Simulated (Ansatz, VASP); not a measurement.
# SiC: VASP beside Ansatz

INCAR

```
PREC = Accurate ; ENCUT = 520
EDIFF = 1E-6 ; ISMEAR = 0
SIGMA = 0.05 ; LREAL = F
LASPH = T ; NELM = 80
ALGO = Normal ; ISIF = 2
LWAVE = F ; LCHARG = F
GGA = CA ; NBANDS = 16
```

The input KPOINTS:

```
regular mesh
0
Gamma
  12 12 6
```

File POSCAR:

```
SiC
1.0
    3.0838793107      0.0000000000      0.0000000000
   -1.5419396554      2.6707178252      0.0000000000
    0.0000000000      0.0000000000      4.9264971988
Si C
2 2
Direct
    0.3333333333      0.6666666667      0.0046041256
    0.6666666667      0.3333333333      0.5046041256
    0.3333333333      0.6666666667      0.3504926021
    0.6666666667      0.3333333333      0.8504926021
```

Input for Ansatz:

```yaml
crystal:
  lattice:
    - [3.0838793107, 0.0, 0.0]
    - [-1.5419396554, 2.6707178252, 0.0]
    - [0.0, 0.0, 4.9264971988]
  atoms:
    - { symbol: Si, position: [0.3333333333, 0.6666666667, 0.0046041256] }
    - { symbol: Si, position: [0.6666666667, 0.3333333333, 0.5046041256] }
    - { symbol: C, position: [0.3333333333, 0.6666666667, 0.3504926021] }
    - { symbol: C, position: [0.6666666667, 0.3333333333, 0.8504926021] }
basis:
  ecutwfc: 520.0
kpoints:
  mp_grid: { grid: [12, 12, 6] }
hamiltonian:
  xc: lda
  pseudopotentials: { kind: paw, azcp: { folder: soft_1 } }
scf:
  occupations: { method: gaussian, width: 0.05 }
output:
  forces: true
  stress: true
  eigenvalues: true
```

Alike in both runs: task single point; functional LDA; k mesh 12 × 12 × 6; occupations gaussian, width 0.05 eV; no spin polarisation.

```csv
,VASP,Ansatz
version,VASP 6.6.1,Ansatz 0.2.0
potentials or method,"VASP PAW LDA potentials, release 64 (Si, C), cutoff 520 eV","scalar-relativistic, plane waves, PAW"
valence electrons in the cell,16,16
```

Ansatz gave:

| Item | Value |
| --- | --- |
| gap on the k mesh at the Fermi level (eV) | 1.28 |
| least direct gap on the mesh (eV) | 3.39 |
| pressure (GPa) | 5.5 |
| traceless stress, the component that is largest in VASP (GPa) | 31.51 |
| rms of the force components (eV/Å) | 2.570 |

What did VASP give for the same quantities?

gap on the k mesh at the Fermi level (eV): 1.27; least direct gap on the mesh (eV): 3.37; pressure (GPa): 5.9; traceless stress, the component that is largest in VASP (GPa): 31.58; rms of the force components (eV/Å): 2.568.

Ansatz warns that its potentials were made for another functional, while VASP's fit it. LDA's correlation is that of Perdew and Zunger in VASP and of Perdew and Wang (1992) in Ansatz. Atom by atom the forces differ by 0.002 eV/Å (rms over components).
